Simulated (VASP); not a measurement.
Runs of VASP 6.6.1 on F. The structure is that of space group C2/m (No. 12), or close to it. The cells are those of the table. 

```csv
cell,gap on the mesh (eV),pressure (GPa),largest force (eV/Å)
"a = 3.464, b = 3.464, c = 7.540 Å, angles 108.0, 108.0, 62.8°, 4 atoms",2.97,-1.3,0.23
"a = 3.691, b = 3.691, c = 7.581 Å, angles 110.1, 110.1, 58.1°, 4 atoms",2.97,-1.7,0.45
"a = 3.560, b = 3.560, c = 7.530 Å, angles 109.0, 109.0, 60.4°, 4 atoms",(b),-1.1,0.14
"a = 3.665, b = 3.665, c = 7.603 Å, angles 109.8, 109.8, 58.8°, 4 atoms",2.92,-2.0,0.59
"a = 3.718, b = 3.718, c = 7.638 Å, angles 110.1, 110.1, 58.1°, 4 atoms",2.86,(c),0.80
"a = 3.769, b = 3.769, c = 7.518 Å, angles 111.2, 111.2, 55.7°, 4 atoms",(a),-0.9,0.01
```

Alike in all rows: task single point; level PBEsol; potentials or basis VASP PAW PBE potentials, release 64 (F_h); no spin polarisation; k mesh 4 × 4 × 2; cutoff (eV) 910; smearing gaussian 0.05 eV.

**Question.** Estimate the missing entries.

**Answer.** (a) 3.14; (b) 3.03; (c) -2.4.

Caveats: all runs use coarse meshes; the cutoff is under 1.25 times the usual one of these potentials, so pressure, stress and relaxed cells hold a basis-set (Pulay) error; the PAW data sets were made with another functional, which shifts forces and pressure a little; this functional lacks dispersion, which holds the molecules together, so the pressure and a relaxed volume are unreliable (at least some runs).

A k mesh can miss the band edges.
